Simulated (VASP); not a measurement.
# CoPdO2 (R-3m) in VASP: further runs

CoPdO2 is run at these levels: PBE; tasks: single point.

Program: VASP 6.6.1. These are calculated values, not measurements. Logs are shortened: lines on timing, memory, paths and dates and some standing lists are left out, and cuts for length are marked.

### 1 The cell of the first run

Symmetry: R-3m, No. 166, trigonal system. Conventional cell: a = 2.863 Å, b = 2.863 Å, c = 17.873 Å, α = 90.00°, β = 90.00°, γ = 120.00°. Pd (site symmetry -3m) has 2 O at 2.01 Å within 2.7 Å. Within 2.5 Å of Co (site symmetry -3m) lie 6 O at 1.92 Å. Within 2.5 Å of O (site symmetry 3m) lie 3 Co at 1.92 Å and 1 Pd at 2.01 Å.

### 2 Single point, PBE, collinear spin, ferromagnetic start

Contents of INCAR:

```
SYSTEM = CoPdO2
ALGO = Normal ; EDIFF = 1E-6
ENCUT = 520 ; GGA = PE
ISIF = 2 ; ISMEAR = -1
ISPIN = 2 ; LASPH = .True.
LCHARG = .False. ; LMAXMIX = 4
LORBIT = 11 ; LREAL = .False.
LWAVE = .False. ; MAGMOM = 0 3 0 0
NBANDS = 28 ; NELM = 150
NUPDOWN = 3.0 ; PREC = Accurate
SIGMA = 0.05
```

Contents of KPOINTS:

```
k-points
0
Gamma
  9 9 9
  0 0 0
```

Contents of POSCAR:

```
CoPdO2
1.0
    1.4316899074      0.8265865534      5.9577715763
   -1.4316899074      0.8265865534      5.9577715763
    0.0000000000     -1.6531731068      5.9577715763
Pd Co O
1 1 2
Direct
    0.0000000000      0.0000000000      0.0000000000
    0.5000000000      0.5000000000      0.5000000000
    0.1124760000      0.1124760000      0.1124760000
    0.8875240000      0.8875240000      0.8875240000
```

Potentials or basis: VASP PAW PBE potentials, release 64 (Pd, Co, O).

Command:

```bash
$ cat potpaw_PBE.64/Pd/POTCAR potpaw_PBE.64/Co/POTCAR potpaw_PBE.64/O/POTCAR > POTCAR
$ mpirun -np 1 vasp_std > vasp.out
```

OUTCAR:

```text
SYSTEM = CoPdO2
   EDIFF = 1E-6
   ENCUT = 520
   GGA = PE
   ISIF = 2
   ISMEAR = -1
   ISPIN = 2
   LASPH = .True.
   LORBIT = 11
   LREAL = .False.
   NELM = 150
   NUPDOWN = 3.0
   PREC = Accurate

 ion  position               nearest neighbor table
   1  0.000  0.000  0.000-   3 2.01   4 2.01
   2  0.500  0.500  0.500-   3 1.92   4 1.92   3 1.92   3 1.92   4 1.92   4 1.92
   3  0.112  0.112  0.112-   2 1.92   2 1.92   2 1.92   1 2.01
   4  0.888  0.888  0.888-   2 1.92   2 1.92   2 1.92   1 2.01

  LATTYP: Found a trigonal (rhomboedric) cell.
 ALAT       =     6.1828814865
 COS(alpha) =     0.8927626487

  Lattice vectors:

 A1 = (   1.4316899074,   0.8265865534,   5.9577715763)
 A2 = (  -1.4316899074,   0.8265865534,   5.9577715763)
 A3 = (   0.0000000000,  -1.6531731068,   5.9577715763)

Analysis of symmetry for initial positions (statically):
=====================================================================
 Subroutine PRICEL returns:
 Original cell was already a primitive cell.

 Routine SETGRP: Setting up the symmetry group for a
 trigonal (rhombohedral) supercell.

 Subroutine GETGRP returns: Found 12 space group operations
 (whereof 12 operations were pure point group operations)
 out of a pool of 12 trial point group operations.

The static configuration has the point symmetry D_3d.

Analysis of symmetry for dynamics (positions and initial velocities):
=====================================================================
 Subroutine PRICEL returns:
 Original cell was already a primitive cell.

 Routine SETGRP: Setting up the symmetry group for a
 trigonal (rhombohedral) supercell.

 Subroutine GETGRP returns: Found 12 space group operations
 (whereof 12 operations were pure point group operations)
 out of a pool of 12 trial point group operations.

The dynamic configuration has the point symmetry D_3d.

Analysis of structural, dynamic, and magnetic symmetry:
=====================================================================
 Subroutine PRICEL returns:
 Original cell was already a primitive cell.

 Routine SETGRP: Setting up the symmetry group for a
 trigonal (rhombohedral) supercell.

 Subroutine GETGRP returns: Found 12 space group operations
 (whereof 12 operations were pure point group operations)
 out of a pool of 12 trial point group operations.

The overall configuration has the point symmetry D_3d.

 Subroutine INISYM returns: Found 12 space group operations
 (whereof 12 operations are pure point group operations),
 and found     1 'primitive' translations

----------------------------------------------------------------------------------------

                                     Primitive cell

  volume of cell :      42.3031

  direct lattice vectors                    reciprocal lattice vectors
     1.431689907  0.826586553  5.957771576     0.349237637  0.201632444  0.055949331
    -1.431689907  0.826586553  5.957771576    -0.349237637  0.201632444  0.055949331
     0.000000000 -1.653173107  5.957771576     0.000000000 -0.403264887  0.055949331

  length of vectors
     6.182881487  6.182881487  6.182881487     0.407127618  0.407127618  0.407127618

  position of ions in fractional coordinates (direct lattice)
     0.000000000  0.000000000  0.000000000
     0.500000000  0.500000000  0.500000000
     0.112476000  0.112476000  0.112476000
     0.887524000  0.887524000  0.887524000

  ion indices of the primitive-cell ions
   primitive index   ion index
                 1           1
                 2           2
                 3           3
                 4           4

----------------------------------------------------------------------------------------

 KPOINTS: k-points

Automatic generation of k-mesh.
 Grid dimensions read from file:
 generate k-points for:    9    9    9

 Generating k-lattice:

  Cartesian coordinates                     Fractional coordinates (reciprocal lattice)
     0.038804182  0.022403605  0.006216592     0.111111111  0.000000000  0.000000000
    -0.038804182  0.022403605  0.006216592     0.000000000  0.111111111  0.000000000
     0.000000000 -0.044807210  0.006216592     0.000000000  0.000000000  0.111111111

  Length of vectors
     0.045236402  0.045236402  0.045236402

  Shift w.r.t. Gamma in fractional coordinates (k-lattice)
     0.000000000  0.000000000  0.000000000

 Subroutine IBZKPT returns following result:
 ===========================================

 Found     85 irreducible k-points:

 Following reciprocal coordinates:
            Coordinates               Weight
  0.000000  0.000000  0.000000      1.000000
  0.111111 -0.000000 -0.000000      6.000000
  0.222222 -0.000000 -0.000000      6.000000
  0.333333 -0.000000 -0.000000      6.000000
  0.444444 -0.000000 -0.000000      6.000000
  0.111111  0.111111 -0.000000      6.000000
[... 16 lines left out ...]
 -0.333333  0.333333  0.000000      6.000000
  0.444444  0.444444 -0.000000      6.000000
 [... further k-points ...]
   k-points           NKPTS =     85   k-points in BZ     NKDIM =     85   number of bands    NBANDS=     28
   number of dos      NEDOS =    301   number of ions     NIONS =      4
   total plane-waves  NPLWV = 110592
   dimension x,y,z NGX =    48 NGY =   48 NGZ =   48
   dimension x,y,z NGXF=    96 NGYF=   96 NGZF=   96
   ions per type =               1   1   2
   NGX,Y,Z   is equivalent  to a cutoff of  12.91, 12.91, 12.91 a.u.
   NGXF,Y,Z  is equivalent  to a cutoff of  25.81, 25.81, 25.81 a.u.
 SYSTEM =  CoPdO2
   PREC   = accura    normal or accurate (medium, high low for compatibility)
   ISTART =      0    job   : 0-new  1-cont  2-samecut
   ICHARG =      2    charge: 1-file 2-atom 10-const
   ISPIN  =      2    spin polarized calculation?
   LNONCOLLINEAR =      F non collinear calculations
   LSORBIT =      F    spin-orbit coupling
   LASPH  =      T    aspherical Exc in radial PAW
   ENCUT  =  520.0 eV  38.22 Ry    6.18 a.u.  11.50 11.50 11.50*2*pi/ulx,y,z
   NELM   =    150;   NELMIN=  2; NELMDL= -5     # of ELM steps
   EDIFF  = 0.1E-05   stopping-criterion for ELM
   LREAL  =      F    real-space projection
   EDIFFG = 0.1E-04   stopping-criterion for IOM
   NSW    =      0    number of steps for IOM
   IBRION =     -1    ionic relax: 0-MD 1-quasi-New 2-CG
   NFREE  =      0    steps in history (QN), initial steepest desc. (CG)
   ISIF   =      2    stress and relaxation
   ISYM   =      2    0-nonsym 1-usesym 2-fastsym
   POTIM  = 0.5000    time-step for ionic-motion
   TEBEG  =    0.0;   TEEND  =   0.0 temperature during run
   PSTRESS=    0.0 pullay stress
   NELECT =      31.0000    total number of electrons
   NUPDOWN=       3.0000    fix difference up-down
   EMIN   =  10.00;   EMAX   =-10.00  energy-range for DOS
   EFERMI =   0.00;   METHOD = LEGACY
   ISMEAR =    -1;   SIGMA  =   0.05  broadening in eV -4-tet -1-fermi 0-gaus
   EFERMI_NEDOS =   21; number of points for ismear=-14 and -15
   IALGO  =     38    algorithm
   IMIX   =      4    mixing-type and parameters
     AMIX     =   0.40;   BMIX     =  1.00
     AMIX_MAG =   1.60;   BMIX_MAG =  1.00
  volume/ion in A,a.u.               =      10.58        71.37
  Fermi-wavevector in a.u.,A,eV,Ry     =   1.475949  2.789139 29.639266  2.178425
  Thomas-Fermi vector in A             =   2.590535
   LORBIT       =     11    0 simple, 1 ext, 2 COOP (PROOUT), +10 PAW based schemes
   GGA     = PE    functional components
   LHFCALC =     F    Hartree Fock is set to
   AEXX    =    0.0000 exact exchange contribution
   IVDW    =     0    specifies the selected vdW correction
   LEPSILON=     F    determine dielectric tensor
   LRPA    =     F    only Hartree local field effects (RPA)
 spin polarized calculation
  energy-cutoff  :      520.00
  volume of cell :       42.30
 maximum number of plane-waves:      1168
 NGX is ok and might be reduce to    48
   NGX = 23   NGY = 23   NGZ = 23

 number of electron      31.0000000 magnetization       2.9999999

 Free energy of the ion-electron system (eV)
  ---------------------------------------------------
  ext. energy  EPLUGINS =         0.00000000
  ---------------------------------------------------
  free energy    TOTEN  =       -24.44840946 eV

  energy without entropy =      -24.39784844  energy(sigma->0) =      -24.42312895

 E-fermi :   7.1601     XC(G=0): -12.3164

 val. band max:        8.0177598442   @ k =  -0.4444   0.4444   0.3333
 cond. band min:       7.1607211989   @ k =   0.1111   0.1111   0.1111
 fundamental gap:     -0.8570386454
 Fermi energy:         8.0237022103

 spin component 1

 k-point     1 :       0.0000    0.0000    0.0000
  band No.  band energies     occupation
      1     -13.3124      1.00000
      2     -11.4458      1.00000
      3      -1.0263      1.00000
      4       0.8967      1.00000
      5       0.8967      1.00000
      6       2.5497      1.00000
[... 19 lines left out ...]
     26      26.3162      0.00000
     27      28.6775      0.00000
[... 667 lines left out ...]
      5       1.0670      1.00000
      6       1.3837      1.00000
[... 19 lines left out ...]
     26      22.8176      0.00000
     27      24.5151      0.00000

 [... further k-points ...]

 spin component 2

 k-point     1 :       0.0000    0.0000    0.0000
  band No.  band energies     occupation
      1     -12.9607      1.00000
      2     -11.0771      1.00000
      3      -0.5836      1.00000
      4       2.0056      1.00000
      5       2.0056      1.00000
      6       2.7785      1.00000
[... 19 lines left out ...]
     26      26.7152      0.00000
     27      29.0033      0.00000
[... 667 lines left out ...]
      5       1.4602      1.00000
      6       2.4399      1.00000
[... 19 lines left out ...]
     26      23.2465      0.00000
     27      24.7808      0.00000

 [... further k-points ...]

 [bands above 27 left out]

------------------------ aborting loop because EDIFF is reached ----------------------------------------

  FORCE on cell =-STRESS in cart. coord.  units (eV):
  Direction    XX          YY          ZZ          XY          YZ          ZX
  --------------------------------------------------------------------------------------
  -------------------------------------------------------------------------------------
  Total        3.6747940      3.6747940      3.8397514      0.0000000     -0.0000000      0.0000000
  in kB      139.1781914    139.1781914    145.4257422      0.0000000     -0.0000000      0.0000000
  external PRESSURE =     141.2607083 kB  Pullay stress =       0.0000000 kB

 VOLUME and BASIS-vectors are now :
 -----------------------------------------------------------------------------
  energy-cutoff  :      520.00
  volume of cell :       42.30
      direct lattice vectors                 reciprocal lattice vectors
     1.431689907  0.826586553  5.957771576     0.349237637  0.201632444  0.055949331
    -1.431689907  0.826586553  5.957771576    -0.349237637  0.201632444  0.055949331
     0.000000000 -1.653173107  5.957771576     0.000000000 -0.403264887  0.055949331

 POSITION                                       TOTAL-FORCE (eV/Angst)
 -----------------------------------------------------------------------------------
      0.00000      0.00000      0.00000         0.000000      0.000000      0.000000
      0.00000      0.00000      8.93666        -0.000000      0.000000      0.000000
      0.00000      0.00000      2.01032         0.000000     -0.000000     -1.561776
      0.00000      0.00000     15.86300         0.000000     -0.000000      1.561776
 -----------------------------------------------------------------------------------
    total drift:                                0.000000      0.000000     -0.000000

  FREE ENERGIE OF THE ION-ELECTRON SYSTEM (eV)
  ---------------------------------------------------
  free  energy   TOTEN  =       -24.4484094595 eV

  energy  without entropy=      -24.3978484402  energy(sigma->0) =      -24.42312895

 total charge

# of ion       s       p       d       tot
------------------------------------------
    1        0.458   0.449   8.439   9.347
    2        0.428   0.651   7.180   8.259
    3        1.573   3.443   0.000   5.017
    4        1.573   3.443   0.000   5.017
--------------------------------------------------
tot          4.033   7.986  15.620  27.639

 magnetization (x)

# of ion       s       p       d       tot
------------------------------------------
    1        0.018   0.019   0.271   0.308
    2        0.009   0.024   2.185   2.217
    3        0.023   0.174   0.000   0.196
    4        0.023   0.174   0.000   0.196
--------------------------------------------------
tot          0.072   0.390   2.456   2.918
```

It took 16 min on 1 thread of Intel Xeon Platinum 8259CL at 2.50GHz (Skylake/Cascade Lake), shared host; peak memory 0.51 GiB.

What came out:

```
Free energy                                           : -24.4484 eV
Pressure                                              : 14.1 GPa
Largest force                                         : 1.562 eV/Å
Net moment                                            : 3.00 μB per cell
Site moments                                          : Pd +0.31; Co +2.22; O +0.20 μB
Valence electrons inside the program's atomic spheres : Pd 9.35; Co 8.26; O 5.02
```

Forces in eV/Å, atoms in the order of the input:
```
Pd   0.000  0.000  0.000
Co   0.000  0.000  0.000
O    0.000  0.000 -1.562
O    0.000  0.000  1.562
```

Caveat: the total moment is fixed, so each spin has its own Fermi level; a cell with one magnetic atom can't hold antiferromagnetic order, which such compounds often take; forces of over 1 eV/Å act on the atoms, so gaps and moduli don't describe the material at rest.

[end of part 1 of 2]
